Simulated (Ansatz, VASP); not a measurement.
# One calculation of AlN, two programs

File INCAR:

```
PREC = Accurate ; ENCUT = 520
EDIFF = 1E-7 ; ISMEAR = 0
SIGMA = 0.05 ; LREAL = F
LASPH = T ; NELM = 80
ALGO = Normal ; ISIF = 2
LWAVE = F ; LCHARG = T
GGA = PS ; LELF = T
LVHAR = T ; NBANDS = 16
```

KPOINTS

```
regular mesh
0
Gamma
  9 9 6
```

File POSCAR:

```
AlN
1.0
    3.3212000000      0.0000000000      0.0000000000
   -1.6606000000      2.8762435710      0.0000000000
    0.0000000000      0.0000000000      4.1814000000
Al N
2 2
Direct
    0.3333333333      0.6666666667      0.7500000000
    0.6666666667      0.3333333333      0.2500000000
    0.3333333333      0.6666666667      0.2500000000
    0.6666666667      0.3333333333      0.7500000000
```

Input for Ansatz:

```yaml
crystal:
  lattice:
    - [3.3212, 0.0, 0.0]
    - [-1.6606, 2.876243571, 0.0]
    - [0.0, 0.0, 4.1814]
  atoms:
    - { symbol: Al, position: [0.3333333333, 0.6666666667, 0.75] }
    - { symbol: Al, position: [0.6666666667, 0.3333333333, 0.25] }
    - { symbol: "N", position: [0.3333333333, 0.6666666667, 0.25] }
    - { symbol: "N", position: [0.6666666667, 0.3333333333, 0.75] }
basis:
  ecutwfc: 520.0
kpoints:
  mp_grid: { grid: [9, 9, 6] }
hamiltonian:
  xc: pbesol
  pseudopotentials: { kind: paw, azcp: { folder: soft_1 } }
scf:
  occupations: { method: gaussian, width: 0.05 }
output:
  forces: true
  stress: true
  eigenvalues: true
```

Alike in both runs: task single point; functional PBEsol; k mesh 9 × 9 × 6; occupations gaussian, width 0.05 eV; no spin polarisation.

|  | VASP | Ansatz |
| --- | --- | --- |
| version | VASP 6.6.1 | Ansatz 0.2.0 |
| potentials or method | VASP PAW PBE potentials, release 64 (Al, N), cutoff 520 eV | scalar-relativistic, plane waves, PAW |
| valence electrons in the cell | 16 | 16 |

|  | VASP | Ansatz | Ansatz less VASP |
| --- | --- | --- | --- |
| gap on the k mesh at the Fermi level (eV) | 3.17 | 3.16 | -0.012 |
| least direct gap on the mesh (eV) | 3.17 | 3.16 | -0.012 |
| pressure (GPa) | -4.4 | -4.4 | +0.02 |

VASP's potentials were made for PBE, not for PBEsol, and Ansatz warns of the same on its side. The functional is the same, so the differences come from potentials, cutoffs and numerics.
